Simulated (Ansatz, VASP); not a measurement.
One calculation of Se, two programs

INCAR

```
SYSTEM = Se
PREC = Accurate
ENCUT = 520
EDIFF = 1E-7
ISMEAR = -1
SIGMA = 0.1
LREAL = .FALSE.
LASPH = .TRUE.
NELM = 100
ALGO = Normal
ISIF = 2
LWAVE = .FALSE.
LCHARG = .FALSE.
GGA = PS
NBANDS = 9
```

The input KPOINTS:

```
Automatic mesh
0
G
  13 13 13
  0 0 0
```

POSCAR

```
Se
1.0
    2.7861814191      0.0000000000      0.0000000000
    0.0000000000      2.7861814191      0.0000000000
    0.0000000000      0.0000000000      2.7861814191
Se
1
Direct
    0.0000000000      0.0000000000      0.0000000000
```

Input for Ansatz:

```yaml
crystal:
  lattice:
    - [2.7861814191, 0.0, 0.0]
    - [0.0, 2.7861814191, 0.0]
    - [0.0, 0.0, 2.7861814191]
  atoms:
    - { symbol: Se, position: [0.0, 0.0, 0.0] }
hamiltonian:
  xc: pbesol
  pseudopotentials:
    kind: paw
    azcp:
      Se: "pseudopotentials/Se.paw.azcp"
basis:
  ecutwfc: 420
  fft_grid_basis: typed
kpoints:
  mp_grid: { grid: [13, 13, 13], shift: [0, 0, 0] }
magnetization:
  spin_polarized: false
scf:
  occupations: { method: fermi_dirac, width: 0.1 }
  lower_state_search: "off"
output:
  stress: true
  write_density: true
  write_potential: true
  elf: true
  volumetric_format: npy
```

Alike in both runs: task single point; functional PBEsol; k mesh 13 × 13 × 13; occupations fermi-dirac, width 0.1 eV; no spin polarisation.

|  | VASP | Ansatz |
| --- | --- | --- |
| version | VASP 6.6.1 | Ansatz 0.2.0 |
| potentials or method | VASP PAW PBE potentials, release 64 (Se), cutoff 520 eV | plane waves (420 eV) with PAW, scalar-relativistic |
| valence electrons in the cell | 6 | 16 |

|  | VASP | Ansatz | Ansatz less VASP |
| --- | --- | --- | --- |
| pressure (GPa) | 0.1 | 0.0 | -0.11 |

VASP's potentials were made for PBE, not for PBEsol, and Ansatz warns of the same on its side. VASP's potentials hold 6 valence electrons a cell and Ansatz's 16, so a difference there can come from the potentials and not from the codes.
